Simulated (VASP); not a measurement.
Li:

```
Li
1.0
     0.00000    3.07838    3.07838
     3.07838    0.00000    3.07838
     3.07838    3.07838    0.00000
Li
2
Cartesian
  0.7696 0.7696 0.7696
  5.3872 5.3872 5.3872
```

```yaml
Program: VASP 6.6.1
Task: relaxation of cell and atoms
Functional: PBE
Potentials_or_basis: VASP PAW PBE potentials, release 64 (Li_sv)
Cutoff: 600 eV
k_mesh: 9 × 9 × 9
Occupations: fermi-dirac, width 0.1 eV
Spin: no spin polarisation
```

At the start: pressure -0.7 GPa; volume 29.17 Å³/atom.

Problem. Where does the relaxation end?

Solution. Over 5 steps the energy falls by 9.7 meV/atom and the volume is 25.14 Å³/atom (-13.8 %); space group Fd-3m (No. 227, to 0.05 Å).

Step by step:
```tsv
step	energy change (eV)	largest force (eV/Å)	pressure (GPa)	volume (Å³)
1	0.0000	0.0000	-0.67	58.34
2	-0.0041	0.0000	-0.61	57.32
3	-0.0136	0.0000	-0.41	54.33
4	-0.0185	0.0000	0.19	48.67
5	-0.0194	0.0000	-0.02	50.27
```

Final structure:
```yaml
crystal:
  lattice:
    - [0.00000, 2.92934, 2.92934]
    - [2.92934, 0.00000, 2.92934]
    - [2.92934, 2.92934, 0.00000]
  atoms:
    - { symbol: Li, position: [0.12500, 0.12500, 0.12500] }
    - { symbol: Li, position: [0.87500, 0.87500, 0.87500] }
```

Caveat: the cutoff is under 1.25 times the usual one of these potentials, so pressure, stress and relaxed cells hold a basis-set (Pulay) error.
